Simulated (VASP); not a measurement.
A run of VASP 6.6.1:

Contents of POSCAR:

```
C
1.0
    3.5700000000      0.0000000000      0.0000000000
    0.0000000000      3.5700000000      0.0000000000
    0.0000000000      0.0000000000      3.5700000000
C
7
Direct
   -0.0035600000      0.5019000000      0.5001100000
    0.5004700000     -0.0019600000      0.5004700000
    0.5012900000      0.5039000000     -0.0038700000
    0.2467200000      0.2517600000      0.2472700000
    0.2508500000      0.7466600000      0.7518800000
    0.7486200000      0.2515200000      0.7520700000
    0.7465600000      0.7514800000      0.2519400000
```

The input INCAR.step1:

```
SYSTEM = C
PREC = Accurate
ENCUT = 520
EDIFF = 1E-5
ISMEAR = -1
SIGMA = 0.01
LREAL = .FALSE.
LASPH = .TRUE.
NELM = 120
ALGO = Normal
ISIF = 2
LWAVE = .TRUE.
LCHARG = .FALSE.
NBANDS = 23
GGA = PE
GGA_COMPAT = .FALSE.
```

The input INCAR.step2:

```
SYSTEM = C
PREC = Accurate
ENCUT = 520
EDIFF = 1E-6
ISMEAR = -1
SIGMA = 0.01
LREAL = .FALSE.
LASPH = .TRUE.
NELM = 120
ALGO = Normal
ISIF = 2
LWAVE = .FALSE.
LCHARG = .FALSE.
GGA = PE
LHFCALC = .TRUE.
HFSCREEN = 0.2079
PRECFOCK = Normal
NBANDS = 23
ISTART = 1
GGA_COMPAT = .FALSE.
```

Contents of KPOINTS:

```
Automatic mesh
0
Gamma
  1 1 1
  0.25 0.25 0.25
```

Potentials or basis: VASP PAW PBE potentials, release 64 (C).

The run is started by

```console
$ cat potpaw_PBE.64/C/POTCAR > POTCAR
$ cp INCAR.step1 INCAR
$ mpirun -np 1 vasp_std > vasp.out
$ cp INCAR.step2 INCAR
$ mpirun -np 1 vasp_std > vasp.out
```

Hardware: 1 thread of Intel Xeon 8259CL (shared host).

Task: How long does it take, and how much memory?

Result: Wall time 87 s on 1 thread of Intel Xeon 8259CL (shared host), peak memory 0.25 GiB. Counts: k points 4.
